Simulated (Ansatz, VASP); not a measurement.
**One calculation of AlN, two programs**

```
Al N
1.0
     0.00000    2.15448    2.15448
     2.15448    0.00000    2.15448
     2.15448    2.15448    0.00000
Al N
1 1
Direct
  0.00000 0.00000 0.00000
  0.75000 0.75000 0.75000
```

Alike in both runs: task single point; functional LDA; k mesh 8 × 8 × 8; no spin polarisation.

```csv
,VASP,Ansatz
version,VASP 6.6.1,Ansatz 0.2.0
potentials or method,"VASP PAW LDA potentials, release 64 (Al, N), cutoff 520 eV","plane waves, PAW"
occupations,"gaussian, width 0.01 eV",fixed
valence electrons in the cell,8,8
```

|  | VASP | Ansatz | Ansatz less VASP |
| --- | --- | --- | --- |
| pressure (GPa) | 5.8 | 5.1 | -0.71 |

LDA's correlation is that of Perdew and Zunger in VASP and of Perdew and Wang (1992) in Ansatz.
